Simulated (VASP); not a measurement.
A run of VASP 6.6.1 is set up as follows.

The input INCAR:

```
SYSTEM = CaO
  ALGO = Normal
  EDIFF = 1E-7
  ENCUT = 520
  GGA = PE
  ISIF = 2
  ISMEAR = 0
  LASPH = .TRUE.
  LCHARG = .TRUE.
  LELF = .TRUE.
  LREAL = .FALSE.
  LVHAR = .TRUE.
  LWAVE = .FALSE.
  NBANDS = 15
  NELM = 80
  PREC = Accurate
  SIGMA = 0.02
```

File KPOINTS:

```
k-points
0
G
  10 10 10
  0 0 0
```

File POSCAR:

```
CaO
1.0
    0.0000000000      2.4035556960      2.4035556960
    2.4035556960      0.0000000000      2.4035556960
    2.4035556960      2.4035556960      0.0000000000
Ca O
1 1
Direct
    0.0000000000      0.0000000000      0.0000000000
    0.5000000000      0.5000000000      0.5000000000
```

Potentials or basis: VASP PAW PBE potentials, release 64 (Ca_sv, O).

Launch:

```bash
$ cat potpaw_PBE.64/Ca_sv/POTCAR potpaw_PBE.64/O/POTCAR > POTCAR
$ mpirun -np 1 vasp_std > vasp.out
```

Question: Predict the pressure.

Answer: 2.2 GPa.

Question: Predict the band gap on the k mesh.

Answer: 3.64 eV, indirect (least direct gap 4.01 eV).

A k mesh can miss the band edges. As with any semilocal functional, this PBE gap is likely too small.
